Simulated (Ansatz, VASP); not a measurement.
# Two plane-wave programs on Sr

Contents of INCAR:

```
ALGO = Normal
EDIFF = 1E-7
EDIFFG = -0.04
ENCUT = 600
GGA = PE
IBRION = 2
ISIF = 3
ISMEAR = 0
LASPH = True
LCHARG = False
LREAL = False
LWAVE = False
NELM = 100
NSW = 90
PREC = Accurate
SIGMA = 0.1
```

The input KPOINTS:

```
k-points
0
Gamma
  3 3 4
```

Contents of POSCAR:

```
Sr
1.0
    6.9139208714      0.0000000000      0.0000000000
   -3.4569604357      5.9876311143      0.0000000000
    0.0000000000      0.0000000000      5.3098735380
Sr
3
Direct
    0.0000000000      0.5000000000      0.5000000000
    0.5000000000      0.0000000000      0.5000000000
    0.5000000000      0.5000000000      0.5000000000
```

Input for Ansatz:

```yaml
crystal:
  lattice:
    - [6.9139208714, 0.0, 0.0]
    - [-3.4569604357, 5.9876311143, 0.0]
    - [0.0, 0.0, 5.309873538]
  atoms:
    - { symbol: Sr, position: [0.0, 0.5, 0.5] }
    - { symbol: Sr, position: [0.5, 0.0, 0.5] }
    - { symbol: Sr, position: [0.5, 0.5, 0.5] }
basis:
  ecutwfc: 420
kpoints:
  mp_grid: { grid: [3, 3, 4] }
hamiltonian:
  xc: pbe
scf:
  occupations: { method: gaussian, width: 0.1 }
  lower_state_search: "off"
output:
  forces: true
  stress: true
  eigenvalues: true
relax:
  adjacent_minimum: "off"
  f_tol: 0.04
  max_steps: 70
  cell: { stress_tol: 0.4 }
```

Alike in both runs: task relaxation of cell and atoms; functional PBE; k mesh 3 × 3 × 4; occupations gaussian, width 0.1 eV; no spin polarisation.

```csv
,VASP,Ansatz
version,VASP 6.6.1,Ansatz 0.2.0
potentials or method,"VASP PAW PBE potentials, release 64 (Sr_sv), cutoff 600 eV","scalar-relativistic, plane waves, PAW"
valence electrons in the cell,30,30
```

```tsv
	VASP	Ansatz	Ansatz less VASP
gap on the k mesh at the Fermi level, each at its own relaxed structure (eV)	none	none	-
relaxed volume (Å³/atom)	74.71	72.78	-1.927
relaxed cell length with the largest relative difference (Å)	8.053	7.935	-0.1179
```

A gap of «none» marks a metal or a gap that the smearing closes.
